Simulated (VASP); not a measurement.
Runs of VASP 6.6.1 on TiO2. It takes space group I4_1/amd (No. 141, tetragonal). The conventional cell has a = 3.778 Å, b = 3.778 Å, c = 9.584 Å, α = 90.00°, β = 90.00°, γ = 90.00°. Within 2.6 Å of Ti (site symmetry -4m2) lie 6 O at 1.93 to 1.99 Å. O (site symmetry 2mm) has 3 Ti at 1.93 to 1.99 Å and 2 O at 2.46 Å within 2.6 Å. 

```csv
k mesh,smearing,gap on the mesh (eV),pressure (GPa)
6 × 6 × 6,gaussian 0.01 eV,2.13,-0.8
"6 × 6 × 6, shifted",gaussian 0.01 eV,(a),-0.8
6 × 6 × 6,methfessel-paxton 0.2 eV,2.13,-0.9
6 × 6 × 6,gaussian 0.05 eV,2.13,-0.8
```

Alike in all rows: task single point; level PBEsol; potentials or basis VASP PAW PBE potentials, release 64 (Ti_sv, O); no spin polarisation; cell as given; cutoff (eV) 520.

Q: Estimate the missing entries.

A: (a) 2.17.

Caveats: the PAW data sets were made with another functional, which shifts forces and pressure a little; a shifted mesh leaves out Γ, where band edges can lie (at least some runs).

A k mesh can miss the band edges.
